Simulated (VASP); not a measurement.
V:

```
V
1.0
    -1.51435    1.51435    1.51435
     1.51435   -1.51435    1.51435
     1.51435    1.51435   -1.51435
V
1
Direct
  0.00000 0.00000 0.00000
```

Base run:

```yaml
Program: VASP 6.6.1
Functional: PBE
Potentials_or_basis: VASP PAW PBE potentials, release 64 (V_sv)
Cutoff: 520 eV
k_mesh: 20 × 20 × 20
Occupations: methfessel-paxton, width 0.1 eV
Spin: collinear spin, ferromagnetic start
Starting_moments: "[2.0] μB"
```

Its results: pressure -5.3 GPa; net moment 0.00 μB per cell.

**Question.** The run is repeated on the same cell with these changes: k mesh from 20 × 20 × 20 to 9 × 9 × 9; further incar settings from ALGO = Normal; EDIFF = 1e-07; NBANDS = 16 to ALGO = Fast; EDIFF = 1e-06; NBANDS = 16. What comes out?

**Answer.** Pressure -5.1 GPa; net moment 0.29 μB per cell; site moments V +0.23 μB.

Caveats: the cell stands under tension.
